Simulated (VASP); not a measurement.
Wanted: the native input for a VASP 6.6.1 run.

- Task: single point
- Functional: PBE
- Potentials or basis: VASP PAW PBE potentials, release 64 (B, P)
- Cutoff: 500 eV
- k mesh: 10 × 10 × 10
- Occupations: gaussian, width 0.02 eV
- Spin: no spin polarisation
- Dipole correction: no
- Further INCAR settings: ALGO = Normal; EDIFF = 1e-06; NBANDS = 11

The structure of BP (ae) lies in POSCAR:

```
BP
1.0
    0.0000000000      2.3186749485      2.3186749485
    2.3186749485      0.0000000000      2.3186749485
    2.3186749485      2.3186749485      0.0000000000
B P
1 1
Direct
    0.0000000000      0.0000000000      0.0000000000
    0.2500000000      0.2500000000      0.2500000000
```

This cell differs from its parent crystal: volume scaled by 1.06.

One way to write it, as run:

INCAR

```
  PREC = Accurate
  ENCUT = 500
  EDIFF = 1E-6
  ISMEAR = 0
  SIGMA = 0.02
  LREAL = False
  LASPH = True
  NELM = 120
  ALGO = Normal
  ISIF = 2
  LWAVE = False
  LCHARG = True
  GGA = PE
  LELF = True
  LVHAR = True
  NBANDS = 11
  GGA_COMPAT = False
```

KPOINTS

```
regular mesh
0
Gamma
  10 10 10
```

Potentials or basis: VASP PAW PBE potentials, release 64 (B, P).

Run with:

```sh
$ cat potpaw_PBE.64/B/POTCAR potpaw_PBE.64/P/POTCAR > POTCAR
$ mpirun -np 1 vasp_std > vasp.out
```

It gave:

```yaml
Pressure: -8.6 GPa
Band_gap_on_the_k_mesh: 1.33 eV, indirect (least direct gap 3.31 eV)
```

Run time: 11 s on 1 thread of AMD EPYC 9R45 (Zen 5) (shared host), peak memory 0.1 GiB.
